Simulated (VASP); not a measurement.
## Ta7Mo9: single point with PBE

Ta7Mo9:

```xyz
16
Lattice="6.4358 0.0753 -0.1866 0.0753 6.5467 0.2329 -0.1866 0.2329 6.2968" Properties=species:S:1:pos:R:3 pbc="T T T"
Mo    3.1613    5.0453    4.6690
Mo    4.8385    3.4042    6.1105
Mo    3.4622    5.1596    1.6170
Mo    3.2902    1.6457    1.2759
Mo   -0.0490    4.9275    1.4228
Mo    1.5069    6.4469    6.4215
Mo    6.3263    1.7397    1.2946
Mo    1.3310    3.4952    6.2469
Mo    1.6152    0.2779    2.9141
Ta    0.0747    1.8281    4.6954
Ta    0.0597    5.2218    4.6937
Ta    3.0028    2.1103    4.4994
Ta    1.6527    3.6412    2.8972
Ta    4.8773    3.5661    2.9800
Ta    4.6663    0.3147    2.8032
Ta    4.8236    0.4311    6.0475
```

| Property | Result |
| --- | --- |
| Program | VASP 6.6.1 |
| Task | single point |
| Functional | PBE |
| Potentials or basis | VASP PAW PBE potentials, release 64 (Mo_sv, Ta_pv) |
| Cutoff | 520 eV |
| k mesh | 1 × 1 × 1, shifted |
| Occupations | fermi-dirac, width 0.1534 eV |
| Spin | no spin polarisation |

| Quantity | Value |
| --- | --- |
| Pressure | 12.5 GPa |
| Largest force | 3.992 eV/Å |

Forces on the atoms (eV/Å):
```
Mo   0.987  1.352  0.715
Mo  -2.039  2.001 -0.788
Mo  -0.995 -1.866 -2.530
Mo  -2.069  2.743  0.364
Mo  -0.078  0.070  2.087
Mo   0.733  3.841 -0.806
Mo   3.143  0.509  0.913
Mo   2.078 -0.393 -0.345
Mo   0.130 -1.078  0.446
Ta   0.038 -0.863 -1.613
Ta  -0.647 -0.766 -0.498
Ta   0.583 -1.871  1.145
Ta  -0.251 -0.975  0.470
Ta  -0.558 -0.015 -0.530
Ta   1.026 -0.707  2.451
Ta  -2.081 -1.981 -1.481
```

Stress tensor (GPa, compression positive):
```
 9.88 -3.40  3.56
-3.40 14.14 -6.04
 3.56 -6.04 13.63
```

Levels at points of the mesh, in eV from the Fermi level:
```csv
k point,band 98,band 99,band 100,band 101,band 102,band 103,band 104,band 105
"(0.25, 0.25, 0.25)",-0.44,-0.43,-0.33,-0.23,0.01,0.14,0.33,0.51
```

Run time: 100 s on 1 thread of Intel(R) Xeon(R) Platinum 8488C (Sapphire Rapids), with other jobs on the host, peak memory 0.33 GiB.

Caveat: the k points lie up to 1.00 Å⁻¹ apart; spin-orbit coupling is left out, which moves the levels of the heavy elements.
